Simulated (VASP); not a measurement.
BN: single point with PBE

The system is BN.

```
B N
1.0
     0.00000    1.75989    1.75989
     1.75989    0.00000    1.75989
     1.71366    1.71366    0.04623
B N
1 1
Cartesian
  0.0000 0.0000 0.0000
  2.6052 2.6052 2.6745
```

```
Program             : VASP 6.6.1
Task                : single point
Functional          : PBE
Potentials or basis : VASP PAW PBE potentials, release 64 (B, N)
Cutoff              : 600 eV
k mesh              : 12 × 12 × 12
Occupations         : gaussian, width 0.05 eV
Spin                : no spin polarisation
```

* Pressure: 61.6 GPa
* Largest force: 0.495 eV/Å
* Band gap on the k mesh: 4.43 eV (least direct gap 8.90 eV)

Forces on the atoms (eV/Å):
```
B   -0.286 -0.286  0.286
N    0.286  0.286 -0.286
```

Stress tensor (GPa, compression positive):
```
 61.64  16.95 -16.95
 16.95  61.64 -16.95
-16.95 -16.95  61.64
```

Levels at points of the mesh, in eV from the valence-band top:
```csv
k point,band 1,band 2,band 3,band 4,band 5,band 6,band 7,band 8
"(0.00, 0.00, 0.00)",-21.77,-0.15,-0.15,0.00,8.90,8.90,9.71,12.72
"(0.50, 0.00, 0.00)",-17.08,-12.00,-2.19,-2.12,10.95,11.35,12.42,16.41
"(0.50, 0.50, 0.00)",-15.42,-9.85,-5.91,-5.32,4.43,9.88,19.58,19.69
"(0.00, 0.00, 0.50)",-16.59,-11.80,-2.62,-2.62,10.88,10.92,10.92,16.34
```

Run time: 9 s on 1 thread of Intel(R) Xeon(R) 6975P-C (Granite Rapids), on a shared host, peak memory 0.13 GiB.

Caveat: the cell stands under pressure. A k mesh can miss the band edges.
